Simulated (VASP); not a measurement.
# K3Li3P2 (R-3m) in VASP: settings compared

Aim: see how the results for K3Li3P2 move with the level of theory and the settings. Levels: PBE, r2SCAN. Tasks: single point.

All numbers are computed with VASP 6.6.1; they aren't measurements. Logs are shortened: lines on timing, memory, paths and dates and some standing lists are left out, and cuts for length are marked.

## (1) The cell of the first run

The structure is trigonal, space group R-3m (No. 166). Conventional cell: a = 5.896 Å, b = 5.896 Å, c = 21.536 Å, α = 90.00°, β = 90.00°, γ = 120.00°. K (site symmetry -3m) has 6 K at 3.67 Å and 6 P at 3.90 Å and 6 Li at 3.97 Å within 4.8 Å. Within 4.5 Å of K (site symmetry 3m) lie 4 P at 3.28 to 3.45 Å and 7 K at 3.67 to 4.43 Å and 6 Li at 3.69 Å. Li (site symmetry 2/m) has 2 P at 2.39 Å and 4 Li at 2.95 Å within 3.2 Å. Within 3.3 Å of P (site symmetry 3m) lie 3 Li at 2.39 Å and 1 K at 3.28 Å.

The cell was built from a structure type or drawn by symmetry, and may not be a known phase.

## (2) Single point, PBE

Input file INCAR:

```
SYSTEM = K3Li3P2
PREC     = Accurate       ! precision mode
ENCUT    = 520            ! plane-wave cutoff, eV
EDIFF    = 1E-7           ! SCF threshold, eV
ISMEAR   = 0              ! smearing method
SIGMA    = 0.02           ! smearing width, eV
LREAL    = .False.        ! projectors in reciprocal space
LASPH    = .True.         ! aspherical terms in the spheres
NELM     = 60             ! most SCF steps
ALGO     = Normal         ! electronic algorithm
ISIF     = 2              ! what is computed and relaxed
LWAVE    = .False.        ! write WAVECAR
LCHARG   = .True.         ! write CHGCAR
GGA      = PE             ! functional
LELF     = .True.         ! ELF
LVHAR    = .True.       
NBANDS   = 33             ! bands
```

Input file KPOINTS:

```
Automatic mesh
0
Gamma
  6 6 6
  0 0 0
```

Input file POSCAR:

```
K3Li3P2
1.0
    2.9479843393      1.7020195519      7.1786548064
   -2.9479843393      1.7020195519      7.1786548064
    0.0000000000     -3.4040391037      7.1786548064
K Li P
3 3 2
Direct
    0.5000000000      0.5000000000      0.5000000000
    0.1028833581      0.1028833581      0.1028833581
    0.8971166419      0.8971166419      0.8971166419
    0.5000000000      0.5000000000      0.0000000000
    0.0000000000      0.5000000000      0.5000000000
    0.5000000000      0.0000000000      0.5000000000
    0.7448743644      0.7448743644      0.7448743644
    0.2551256356      0.2551256356      0.2551256356
```

Potentials or basis: VASP PAW PBE potentials, release 64 (K_sv, Li_sv, P).

The run is started by

```
cat potpaw_PBE.64/K_sv/POTCAR potpaw_PBE.64/Li_sv/POTCAR potpaw_PBE.64/P/POTCAR > POTCAR
mpirun -np 1 vasp_std > vasp.out
```

OUTCAR:

```text
SYSTEM = K3Li3P2
   PREC = Accurate
   ENCUT = 520
   EDIFF = 1E-7
   ISMEAR = 0
   LREAL = .False.
   LASPH = .True.
   NELM = 60
   ISIF = 2
   GGA = PE

 ion  position               nearest neighbor table
   1  0.500  0.500  0.500-   2 3.67   2 3.67   3 3.67   3 3.67   2 3.67   3 3.67
   2  0.103  0.103  0.103-   8 3.28   1 3.67   1 3.67   1 3.67
   3  0.897  0.897  0.897-   7 3.28   1 3.67   1 3.67   1 3.67
   4  0.500  0.500  0.000-   7 2.39   8 2.39
   5  0.000  0.500  0.500-   7 2.39   8 2.39
   6  0.500  0.000  0.500-   7 2.39   8 2.39
   7  0.745  0.745  0.745-   5 2.39   6 2.39   4 2.39   3 3.28
   8  0.255  0.255  0.255-   5 2.39   6 2.39   4 2.39   2 3.28

  LATTYP: Found a trigonal (rhomboedric) cell.
 ALAT       =     7.9448453131
 COS(alpha) =     0.7246345503

  Lattice vectors:

 A1 = (   2.9479843393,   1.7020195519,   7.1786548064)
 A2 = (  -2.9479843393,   1.7020195519,   7.1786548064)
 A3 = (   0.0000000000,  -3.4040391037,   7.1786548064)

Analysis of symmetry for initial positions (statically):
=====================================================================
 Subroutine PRICEL returns:
 Original cell was already a primitive cell.

 Routine SETGRP: Setting up the symmetry group for a
 trigonal (rhombohedral) supercell.

 Subroutine GETGRP returns: Found 12 space group operations
 (whereof 12 operations were pure point group operations)
 out of a pool of 12 trial point group operations.

The static configuration has the point symmetry D_3d.

Analysis of symmetry for dynamics (positions and initial velocities):
=====================================================================
 Subroutine PRICEL returns:
 Original cell was already a primitive cell.

 Routine SETGRP: Setting up the symmetry group for a
 trigonal (rhombohedral) supercell.

 Subroutine GETGRP returns: Found 12 space group operations
 (whereof 12 operations were pure point group operations)
 out of a pool of 12 trial point group operations.

The dynamic configuration has the point symmetry D_3d.

 Subroutine INISYM returns: Found 12 space group operations
 (whereof 12 operations are pure point group operations),
 and found     1 'primitive' translations

----------------------------------------------------------------------------------------

                                     Primitive cell

  volume of cell :     216.1146

  direct lattice vectors                    reciprocal lattice vectors
     2.947984339  1.702019552  7.178654806     0.169607414  0.097922886  0.046433955
    -2.947984339  1.702019552  7.178654806    -0.169607414  0.097922886  0.046433955
     0.000000000 -3.404039104  7.178654806     0.000000000 -0.195845772  0.046433955

  length of vectors
     7.944845313  7.944845313  7.944845313     0.201275132  0.201275132  0.201275132

  position of ions in fractional coordinates (direct lattice)
     0.500000000  0.500000000  0.500000000
     0.102883358  0.102883358  0.102883358
     0.897116642  0.897116642  0.897116642
     0.500000000  0.500000000  0.000000000
     0.000000000  0.500000000  0.500000000
     0.500000000  0.000000000  0.500000000
     0.744874364  0.744874364  0.744874364
     0.255125636  0.255125636  0.255125636

  ion indices of the primitive-cell ions
   primitive index   ion index
                 1           1
                 2           2
                 3           3
                 4           4
                 5           5
                 6           6
                 7           7
                 8           8

----------------------------------------------------------------------------------------

 KPOINTS: Automatic mesh

Automatic generation of k-mesh.
 Grid dimensions read from file:
 generate k-points for:    6    6    6

 Generating k-lattice:

  Cartesian coordinates                     Fractional coordinates (reciprocal lattice)
     0.028267902  0.016320481  0.007738992     0.166666667  0.000000000  0.000000000
    -0.028267902  0.016320481  0.007738992     0.000000000  0.166666667  0.000000000
     0.000000000 -0.032640962  0.007738992     0.000000000  0.000000000  0.166666667

  Length of vectors
     0.033545855  0.033545855  0.033545855

  Shift w.r.t. Gamma in fractional coordinates (k-lattice)
     0.000000000  0.000000000  0.000000000

 Subroutine IBZKPT returns following result:
 ===========================================

 Found     32 irreducible k-points:

 Following reciprocal coordinates:
            Coordinates               Weight
  0.000000  0.000000  0.000000      1.000000
  0.166667 -0.000000  0.000000      6.000000
  0.333333  0.000000  0.000000      6.000000
  0.500000  0.000000  0.000000      3.000000
  0.166667  0.166667  0.000000      6.000000
  0.333333  0.166667  0.000000     12.000000
[... 16 lines left out ...]
  0.500000  0.500000  0.166667      6.000000
 -0.333333  0.500000  0.166667     12.000000
 [... further k-points ...]
   k-points           NKPTS =     32   k-points in BZ     NKDIM =     32   number of bands    NBANDS=     33
   number of dos      NEDOS =    301   number of ions     NIONS =      8
   total plane-waves  NPLWV = 216000
   dimension x,y,z NGX =    60 NGY =   60 NGZ =   60
   dimension x,y,z NGXF=   120 NGYF=  120 NGZF=  120
   ions per type =               3   3   2
   NGX,Y,Z   is equivalent  to a cutoff of  12.56, 12.56, 12.56 a.u.
   NGXF,Y,Z  is equivalent  to a cutoff of  25.11, 25.11, 25.11 a.u.
 SYSTEM =  K3Li3P2
   PREC   = accura    normal or accurate (medium, high low for compatibility)
   ISTART =      0    job   : 0-new  1-cont  2-samecut
   ICHARG =      2    charge: 1-file 2-atom 10-const
   ISPIN  =      1    spin polarized calculation?
   LNONCOLLINEAR =      F non collinear calculations
   LSORBIT =      F    spin-orbit coupling
   LASPH  =      T    aspherical Exc in radial PAW
   ENCUT  =  520.0 eV  38.22 Ry    6.18 a.u.  14.77 14.77 14.77*2*pi/ulx,y,z
   NELM   =     60;   NELMIN=  2; NELMDL= -5     # of ELM steps
   EDIFF  = 0.1E-06   stopping-criterion for ELM
   LREAL  =      F    real-space projection
   EDIFFG = 0.1E-05   stopping-criterion for IOM
   NSW    =      0    number of steps for IOM
   IBRION =     -1    ionic relax: 0-MD 1-quasi-New 2-CG
   NFREE  =      0    steps in history (QN), initial steepest desc. (CG)
   ISIF   =      2    stress and relaxation
   ISYM   =      2    0-nonsym 1-usesym 2-fastsym
   POTIM  = 0.5000    time-step for ionic-motion
   TEBEG  =    0.0;   TEEND  =   0.0 temperature during run
   PSTRESS=    0.0 pullay stress
   NELECT =      46.0000    total number of electrons
   NUPDOWN=      -1.0000    fix difference up-down
   EMIN   =  10.00;   EMAX   =-10.00  energy-range for DOS
   EFERMI =   0.00;   METHOD = LEGACY
   ISMEAR =     0;   SIGMA  =   0.02  broadening in eV -4-tet -1-fermi 0-gaus
   EFERMI_NEDOS =   21; number of points for ismear=-14 and -15
   IALGO  =     38    algorithm
   IMIX   =      4    mixing-type and parameters
     AMIX     =   0.40;   BMIX     =  1.00
     AMIX_MAG =   1.60;   BMIX_MAG =  1.00
  volume/ion in A,a.u.               =      27.01       182.30
  Fermi-wavevector in a.u.,A,eV,Ry     =   0.977461  1.847133 12.999414  0.955430
  Thomas-Fermi vector in A             =   2.108160
   LORBIT       =      0    0 simple, 1 ext, 2 COOP (PROOUT), +10 PAW based schemes
   GGA     = PE    functional components
   LHFCALC =     F    Hartree Fock is set to
   AEXX    =    0.0000 exact exchange contribution
   IVDW    =     0    specifies the selected vdW correction
   LEPSILON=     F    determine dielectric tensor
   LRPA    =     F    only Hartree local field effects (RPA)
 non-spin polarized calculation
 Gauss-broadening in eV      SIGMA  =   0.02
  energy-cutoff  :      520.00
  volume of cell :      216.11
 maximum number of plane-waves:      5846
   NGX = 29   NGY = 29   NGZ = 29

 number of electron      45.9999996 magnetization

 Free energy of the ion-electron system (eV)
  ---------------------------------------------------
  ext. energy  EPLUGINS =         0.00000000
  ---------------------------------------------------
  free energy    TOTEN  =       -23.19252480 eV

  energy without entropy =      -23.19252480  energy(sigma->0) =      -23.19252480

 E-fermi :   0.6468     XC(G=0):  -7.5584

 val. band max:        0.4887590271   @ k =  -0.3333   0.5000   0.3333
 cond. band min:       1.6502323717   @ k =   0.0000   0.0000   0.0000
 fundamental gap:      1.1614733446
 Fermi energy:         0.6467544085

 k-point     1 :       0.0000    0.0000    0.0000
  band No.  band energies     occupation
      1     -44.3432      2.00000
      2     -44.3280      2.00000
      3     -44.3280      2.00000
      4     -30.2942      2.00000
      5     -29.4218      2.00000
      6     -29.4158      2.00000
[... 25 lines left out ...]
     32       5.7265      0.00000
     33       6.1166      0.00000

 k-point     2 :       0.1667   -0.0000    0.0000
  band No.  band energies     occupation
      1     -44.3423      2.00000
      2     -44.3289      2.00000
      3     -44.3280      2.00000
      4     -30.2939      2.00000
      5     -29.4217      2.00000
      6     -29.4161      2.00000
[... 25 lines left out ...]
     32       5.7655      0.00000
     33       5.9219      0.00000
[... 754 lines left out ...]
     32       6.1545      0.00000
     33       6.3268      0.00000

 k-point    24 :      -0.3333    0.5000    0.1667
  band No.  band energies     occupation
      1     -44.3382      2.00000
      2     -44.3331      2.00000
      3     -44.3281      2.00000
      4     -30.2932      2.00000
      5     -29.4194      2.00000
      6     -29.4191      2.00000
[... 25 lines left out ...]
     32       5.9981      0.00000
     33       6.2579      0.00000

 [... further k-points ...]

------------------------ aborting loop because EDIFF is reached ----------------------------------------

  FORCE on cell =-STRESS in cart. coord.  units (eV):
  Direction    XX          YY          ZZ          XY          YZ          ZX
  --------------------------------------------------------------------------------------
  -------------------------------------------------------------------------------------
  Total       -0.0297011     -0.0297011     -0.0037867      0.0000000     -0.0000000      0.0000000
  in kB       -0.2201908     -0.2201908     -0.0280726      0.0000000     -0.0000000      0.0000000
  external PRESSURE =      -0.1561514 kB  Pullay stress =       0.0000000 kB

 VOLUME and BASIS-vectors are now :
 -----------------------------------------------------------------------------
  energy-cutoff  :      520.00
  volume of cell :      216.11
      direct lattice vectors                 reciprocal lattice vectors
     2.947984339  1.702019552  7.178654806     0.169607414  0.097922886  0.046433955
    -2.947984339  1.702019552  7.178654806    -0.169607414  0.097922886  0.046433955
     0.000000000 -3.404039104  7.178654806     0.000000000 -0.195845772  0.046433955

 POSITION                                       TOTAL-FORCE (eV/Angst)
 -----------------------------------------------------------------------------------
      0.00000      0.00000     10.76798        -0.000000      0.000000      0.000000
      0.00000      0.00000      2.21569        -0.000000     -0.000000     -0.001017
      0.00000      0.00000     19.32027        -0.000000      0.000000      0.001017
      0.00000      1.70202      7.17865        -0.000000      0.000000      0.000000
     -1.47399     -0.85101      7.17865        -0.000000      0.000000      0.000000
      1.47399     -0.85101      7.17865         0.000000      0.000000      0.000000
      0.00000      0.00000     16.04159        -0.000000      0.000000      0.014041
      0.00000      0.00000      5.49438        -0.000000     -0.000000     -0.014041
 -----------------------------------------------------------------------------------
    total drift:                               -0.000000     -0.000000      0.000000

  FREE ENERGIE OF THE ION-ELECTRON SYSTEM (eV)
  ---------------------------------------------------
  free  energy   TOTEN  =       -23.1925248036 eV

  energy  without entropy=      -23.1925248036  energy(sigma->0) =      -23.19252480
```

It took 3 min on 1 thread of Intel Xeon 6975P-C (Granite Rapids), shared host; peak memory 0.59 GiB.

Results:

* Free energy: -23.1925 eV
* Largest force: 0.014 eV/Å
* Band gap on the k mesh: 1.16 eV (least direct gap 1.33 eV)

Forces in eV/Å, atoms in the order of the input:
```
K    0.000  0.000  0.000
K    0.000  0.000 -0.001
K    0.000  0.000  0.001
Li   0.000  0.000  0.000
Li   0.000  0.000  0.000
Li   0.000  0.000  0.000
P    0.000  0.000  0.014
P    0.000  0.000 -0.014
```

Levels at points of the mesh, in eV from the valence-band top:
```tsv
k point	band 20	band 21	band 22	band 23	band 24	band 25	band 26	band 27
(0.00, 0.00, 0.00)	-0.22	-0.22	-0.17	-0.17	1.16	2.25	3.09	3.09
(0.50, 0.00, 0.00)	-0.56	-0.50	-0.31	-0.12	2.28	3.08	3.56	3.97
(0.50, 0.50, 0.00)	-0.33	-0.19	-0.06	0.00	1.73	3.04	3.07	3.73
(0.50, 0.50, 0.50)	-0.32	-0.32	-0.03	-0.03	2.07	2.50	2.86	2.86
```

Caveat: the cutoff is under 1.25 times the usual one of these potentials, so pressure, stress and relaxed cells hold a basis-set (Pulay) error. A k mesh can miss the band edges.

## (3) Single point, r2SCAN

POSCAR is that of step 2.

Input file INCAR.step1:

```
PREC = Accurate
ENCUT = 520
ISMEAR = 0
SIGMA = 0.02
LREAL = False
LASPH = True
NELM = 60
NBANDS = 33
GGA = PE
ALGO = Normal
EDIFF = 1E-4
LWAVE = True
LCHARG = False
```

Input file INCAR.step2:

```
PREC = Accurate
ENCUT = 520
EDIFF = 1E-6
ISMEAR = 0
SIGMA = 0.02
LREAL = False
LASPH = True
NELM = 60
ALGO = Normal
ISIF = 2
LWAVE = False
LCHARG = False
METAGGA = R2SCAN
LMIXTAU = True
NBANDS = 33
ISTART = 1
```

Input file KPOINTS:

```
regular mesh
0
Gamma
  6 6 6
```

Potentials or basis: VASP PAW PBE potentials, release 64 (K_sv, Li_sv, P).

The run is started by

```
cat potpaw_PBE.64/K_sv/POTCAR potpaw_PBE.64/Li_sv/POTCAR potpaw_PBE.64/P/POTCAR > POTCAR
cp INCAR.step1 INCAR
mpirun -np 1 vasp_std > vasp.out
cp INCAR.step2 INCAR
mpirun -np 1 vasp_std > vasp.out
```

Wall time 11 min (1 thread of Intel Xeon 6975P-C (Granite Rapids), shared host); peak memory 0.64 GiB.

The run converged. Its results:

| Quantity | Value |
| --- | --- |
| Free energy | -47.5684 eV |
| Largest force | 0.042 eV/Å |
| Band gap on the k mesh | 1.61 eV (least direct gap 1.77 eV) |

Forces on the atoms (eV/Å):
```
K    0.000  0.000  0.000
K    0.000  0.000  0.042
K    0.000  0.000 -0.042
Li   0.000  0.000  0.000
Li   0.000  0.000  0.000
Li   0.000  0.000  0.000
P    0.000  0.000 -0.038
P    0.000  0.000  0.038
```

Levels at points of the mesh, in eV from the valence-band top:
| k point | band 21 | band 22 | band 23 | band 24 | band 25 | band 26 |
| --- | --- | --- | --- | --- | --- | --- |
| (0.00, 0.00, 0.00) | -0.23 | -0.17 | -0.17 | 1.61 | 2.62 | 3.45 |
| (0.50, 0.00, 0.00) | -0.48 | -0.31 | -0.13 | 2.61 | 3.50 | 3.95 |
| (0.50, 0.50, 0.00) | -0.19 | -0.06 | 0.00 | 2.08 | 3.42 | 3.51 |
| (0.50, 0.50, 0.50) | -0.33 | -0.03 | -0.03 | 2.43 | 2.86 | 3.21 |

Caveat: the cutoff is under 1.25 times the usual one of these potentials, so pressure, stress and relaxed cells hold a basis-set (Pulay) error; the PAW data sets were made with another functional, which shifts forces and pressure a little.
